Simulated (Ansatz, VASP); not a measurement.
**ZnS in VASP and in Ansatz**

```
Zn S
1.0
     3.76727    0.00000    0.00000
    -1.88364    3.26256    0.00000
     0.00000    0.00000    6.17533
Zn S
2 2
Cartesian
  0.0000 2.1750 0.0321
  1.8836 1.0875 3.1198
  0.0000 2.1750 2.3454
  1.8836 1.0875 5.4331
```

Alike in both runs: task single point; functional PBE; k mesh 6 × 6 × 4; no spin polarisation.

|  | VASP | Ansatz |
| --- | --- | --- |
| version | VASP 6.6.1 | Ansatz 0.2.0 |
| potentials or method | VASP PAW PBE potentials, release 64 (Zn, S) | plane waves, PAW |
| plane-wave cutoff (eV) | 500 | 420 |
| occupations | gaussian, width 0.01 eV | fixed |
| valence electrons in the cell | 36 | 36 |

```csv
,VASP,Ansatz,Ansatz less VASP
gap on the k mesh at the Fermi level (eV),2.36,2.36,-0.007
pressure (GPa),5.1,4.9,-0.17
"traceless stress, the component that is largest in VASP (GPa)",0.06,0.06,-0.003
rms of the force components (eV/Å),0.009,0.009,-0.0002
```

Atom by atom the forces differ by 0.000 eV/Å (rms over components).
